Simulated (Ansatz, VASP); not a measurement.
**ReS: VASP beside Ansatz**

The input INCAR:

```
SYSTEM = ReS
  PREC = Accurate
  ENCUT = 500
  EDIFF = 1E-6
  ISMEAR = 0
  SIGMA = 0.1
  LREAL = .False.
  LASPH = .True.
  NELM = 200
  ALGO = Normal
  ISIF = 2
  LWAVE = .False.
  LCHARG = .False.
  ISPIN = 2
  MAGMOM = 3.5 0
  LORBIT = 11
  LMAXMIX = 4
  GGA = PE
  NBANDS = 22
  GGA_COMPAT = .False.
```

KPOINTS

```
regular mesh
0
Gamma
  14 14 14
  0 0 0
```

Contents of POSCAR:

```
ReS
1.0
    0.0000000000      2.4617002155      2.4617002155
    2.4617002155      0.0000000000      2.4617002155
    2.4617002155      2.4617002155      0.0000000000
Re S
1 1
Direct
    0.0000000000      0.0000000000      0.0000000000
    0.5000000000      0.5000000000      0.5000000000
```

Input for Ansatz:

```yaml
crystal:
  lattice:
    - [0.0, 2.4617002166, 2.4617002166]
    - [2.4617002166, 0.0, 2.4617002166]
    - [2.4617002166, 2.4617002166, 0.0]
  atoms:
    - { symbol: Re, position: [0.0, 0.0, 0.0], spin: 3.5 }
    - { symbol: S, position: [0.5, 0.5, 0.5] }
basis:
  ecutwfc: 420
kpoints:
  mp_grid: { grid: [14, 14, 14] }
hamiltonian:
  xc: pbe
scf:
  occupations: { method: gaussian, width: 0.1 }
output:
  forces: true
  stress: true
  eigenvalues: true
  populations: true
magnetization:
  spin_polarized: true
```

Alike in both runs: task single point; functional PBE; k mesh 14 × 14 × 14; occupations gaussian, width 0.1 eV; collinear spin.

|  | VASP | Ansatz |
| --- | --- | --- |
| version | VASP 6.6.1 | Ansatz 0.2.0 |
| potentials or method | VASP PAW PBE potentials, release 64 (Re_sv_GW, S), cutoff 500 eV | scalar-relativistic, plane waves, PAW |
| valence electrons in the cell | 21 | 21 |

```tsv
	VASP	Ansatz	Ansatz less VASP
gap on the k mesh at the Fermi level (eV)	none	none	-
pressure (GPa)	0.2	1.3	+1.10
net moment per atom (μB)	0.45	0.43	-0.020
size of the moment on the site where the two differ most (μB)	0.84	0.62	-0.217
```

Site moments also hang on the region over which each program counts them. A gap of «none» marks a metal or a gap that the smearing closes.

Neither program's run includes spin-orbit coupling.
